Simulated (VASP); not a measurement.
Here is a VASP 6.6.1 calculation.

POSCAR

```
AlN
1.0
    3.1644812843      0.0000000000      0.0000000000
   -1.5822406422      2.7405211820      0.0000000000
    0.0000000000      0.0000000000      5.0711469533
Al N
2 2
Direct
    0.3333333333      0.6666666667     -0.0008506874
    0.6666666667      0.3333333333      0.4991493126
    0.3333333333      0.6666666667      0.3808506874
    0.6666666667      0.3333333333      0.8808506874
```

The input INCAR.step1:

```
SYSTEM = AlN
PREC = Accurate
ENCUT = 600
EDIFF = 1E-5
ISMEAR = 0
SIGMA = 0.02
LREAL = .False.
LASPH = .True.
NELM = 120
ALGO = Normal
LWAVE = .True.
LCHARG = .False.
GGA = PE
NBANDS = 16
GGA_COMPAT = .False.
IBRION = 2
ISIF = 3
EDIFFG = -0.005
NELMIN = 4
NSW = 100
KPAR = 4
```

Contents of INCAR.step2:

```
SYSTEM = AlN
PREC = Accurate
ENCUT = 600
EDIFF = 1E-7
ISMEAR = 0
SIGMA = 0.02
LREAL = .False.
LASPH = .True.
NELM = 120
ALGO = Normal
ISIF = 4
LWAVE = .False.
LCHARG = .False.
GGA = PE
LHFCALC = .True.
HFSCREEN = 0.2079
PRECFOCK = Normal
IBRION = 2
NSW = 50
EDIFFG = -0.01
ISTART = 1
GGA_COMPAT = .False.
NELMIN = 4
KPAR = 4
```

Contents of KPOINTS:

```
Automatic mesh
0
Gamma
  6 6 4
  0 0 0
```

Potentials or basis: VASP PAW PBE potentials, release 64 (Al, N).

The run is started by

```sh
$ cat potpaw_PBE.64/Al/POTCAR potpaw_PBE.64/N/POTCAR > POTCAR
$ cp INCAR.step1 INCAR
$ mpirun -np 4 vasp_std > vasp.out
$ cp INCAR.step2 INCAR
$ mpirun -np 4 vasp_std > vasp.out
```

Task: What does it give for the band gap on the k mesh?

Result: 5.08 eV.

Final structure:
```
Al N
1.0
     3.16174    0.00000    0.00000
    -1.58087    2.73814    0.00000
     0.00000    0.00000    5.07996
Al N
2 2
Direct
  0.33333 0.66667 0.99944
  0.66667 0.33333 0.49944
  0.33333 0.66667 0.38056
  0.66667 0.33333 0.88056
```
